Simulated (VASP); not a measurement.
Set up this calculation in VASP 6.6.1, as the native input.

```yaml
Task: single point
Functional: PBE
Potentials_or_basis: VASP PAW PBE potentials, release 64 (W_sv, Si)
Cutoff: 520 eV
k_mesh: 8 × 8 × 1
Occupations: gaussian, width 0.1 eV
Spin: no spin polarisation
Dipole_correction: yes
Further_INCAR_settings: ALGO = Normal; EDIFF = 1e-07; NBANDS = 38
```

The structure of SiW4 lies in POSCAR:

```
SiW4
1.0
    3.1836991705      0.0000000000      0.0000000000
    0.0000000000      3.1836991705      0.0000000000
    0.0000000000      0.0000000000     20.1425770829
W Si
4 1
Direct
    0.5000000000      0.5000000000      0.1985843213
    0.0000000000      0.0000000000      0.2776134138
    0.5000000000      0.5000000000      0.3599451672
    0.0000000000      0.0000000000      0.4290700762
    0.3750000000      0.3750000000      0.5110233044
```

The input as run:

INCAR

```
SYSTEM = SiW4
PREC = Accurate ; ENCUT = 520
EDIFF = 1E-7 ; ISMEAR = 0
SIGMA = 0.1 ; LREAL = .FALSE.
LASPH = .TRUE. ; NELM = 80
ALGO = Normal ; ISIF = 2
LWAVE = .FALSE. ; LCHARG = .TRUE.
LDIPOL = .TRUE. ; IDIPOL = 3
DIPOL = 0.5 0.5 0.355 ; GGA = PE
LELF = .TRUE. ; LVHAR = .TRUE.
LVACPOTAV = .TRUE. ; NBANDS = 38
```

KPOINTS

```
regular mesh
0
G
  8 8 1
  0 0 0
```

Potentials or basis: VASP PAW PBE potentials, release 64 (W_sv, Si).

Command:

```console
$ cat potpaw_PBE.64/W_sv/POTCAR potpaw_PBE.64/Si/POTCAR > POTCAR
$ mpirun -np 1 vasp_std > vasp.out
```

It gave:

```yaml
Largest_force: 2.199 eV/Å
Band_gap_on_the_k_mesh: zero (band 30 reaches 2.24 eV, above the bottom of band 31 at 1.35 eV)
```

Caveat: spin-orbit coupling is left out, which moves the levels of the heavy elements.

Wall time 2 min on 1 thread of Intel(R) Xeon(R) 6975P-C (Granite Rapids), with other jobs on the host, peak memory 0.34 GiB.
